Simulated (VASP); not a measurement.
Set up this calculation in VASP 6.6.1, as the native input.

```yaml
Task: single point
Functional: r2SCAN
Potentials_or_basis: VASP PAW PBE potentials, release 64 (Cd_sv_GW, S)
Cutoff: 700 eV
k_mesh: 8 × 8 × 8
Occupations: gaussian, width 0.01 eV
Spin: no spin polarisation
Dipole_correction: no
Further_INCAR_settings: ALGO = Normal; EDIFF = 1e-06; NBANDS = 20
```

The system is CdS.

```
Cd S
1.0
     2.70602    2.70602    0.00000
    -2.70602    2.70602    0.00000
     0.00000    2.70602    2.70602
Cd S
1 1
Direct
  0.00000 0.00000 0.00000
  0.50000 0.50000 0.00000
```

One way to write it, as run:

POSCAR

```
CdS
1.0
    2.7060182139      2.7060182139      0.0000000000
   -2.7060182139      2.7060182139      0.0000000000
    0.0000000000      2.7060182139      2.7060182139
Cd S
1 1
Direct
    0.0000000000      0.0000000000      0.0000000000
    0.5000000000      0.5000000000      0.0000000000
```

INCAR.step1

```
PREC = Accurate
ENCUT = 700
ISMEAR = 0
SIGMA = 0.01
LREAL = F
LASPH = T
NELM = 120
NBANDS = 20
GGA = PE
ALGO = Normal
EDIFF = 1E-5
LWAVE = T
LCHARG = F
GGA_COMPAT = F
```

INCAR.step2

```
PREC = Accurate
ENCUT = 700
EDIFF = 1E-6
ISMEAR = 0
SIGMA = 0.01
LREAL = F
LASPH = T
NELM = 120
ALGO = Normal
ISIF = 2
LWAVE = F
LCHARG = T
METAGGA = R2SCAN
LMIXTAU = T
LELF = T
LVHAR = T
NBANDS = 20
ISTART = 1
GGA_COMPAT = F
```

KPOINTS

```
Automatic mesh
0
Gamma
  8 8 8
```

Potentials or basis: VASP PAW PBE potentials, release 64 (Cd_sv_GW, S).

Launch:

```console
$ cat potpaw_PBE.64/Cd_sv_GW/POTCAR potpaw_PBE.64/S/POTCAR > POTCAR
$ cp INCAR.step1 INCAR
$ mpirun -np 1 vasp_std > vasp.out
$ cp INCAR.step2 INCAR
$ mpirun -np 1 vasp_std > vasp.out
```

Results of the run:

```json
{
 "Pressure": "1.9 GPa",
 "Band gap on the k mesh": "0.75 eV (least direct gap 2.56 eV)"
}
```

Caveat: semilocal functionals underestimate gaps, and a narrow one can read as zero; the PAW data sets were made with another functional, which shifts forces and pressure a little.

Wall time 2.6 min on 1 thread of Intel(R) Xeon(R) Platinum 8259CL CPU @ 2.50GHz (Skylake/Cascade Lake), with other jobs on the host, peak memory 0.24 GiB.
